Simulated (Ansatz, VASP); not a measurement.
Ir: VASP beside Ansatz

```
Ir
1.0
    -0.01920    1.91970    1.91970
     1.91970   -0.01920    1.91970
     1.90050    1.90050    0.00000
Ir
1
Cartesian
  0.0000 0.0000 0.0000
```

Change from the starting cell: strain -0.0200 x Voigt [0, 0, 0, 0, 0, 1], atoms carried along.

Alike in both runs: task single point; functional PBEsol; k mesh 22 × 22 × 22; occupations gaussian, width 0.15 eV; no spin polarisation.

```csv
,VASP,Ansatz
version,VASP 6.6.1,Ansatz 0.2.0
potentials or method,"VASP PAW PBE potentials, release 64 (Ir), cutoff 520 eV","scalar-relativistic, plane waves, PAW"
valence electrons in the cell,9,17
```

|  | VASP | Ansatz | Ansatz less VASP |
| --- | --- | --- | --- |
| gap on the k mesh at the Fermi level (eV) | none | none | - |
| pressure (GPa) | -1.6 | -2.4 | -0.79 |
| traceless stress, the component that is largest in VASP (GPa) | 5.51 | 5.49 | -0.014 |

VASP's potentials were made for PBE, not for PBEsol. A gap of «none» marks a metal or a gap that the smearing closes. With one functional, cell and mesh, what is left measures potentials, basis and numerics. VASP's potentials hold 9 valence electrons a cell and Ansatz's 17, so a difference there can come from the potentials and not from the codes.

Neither program's run includes spin-orbit coupling.
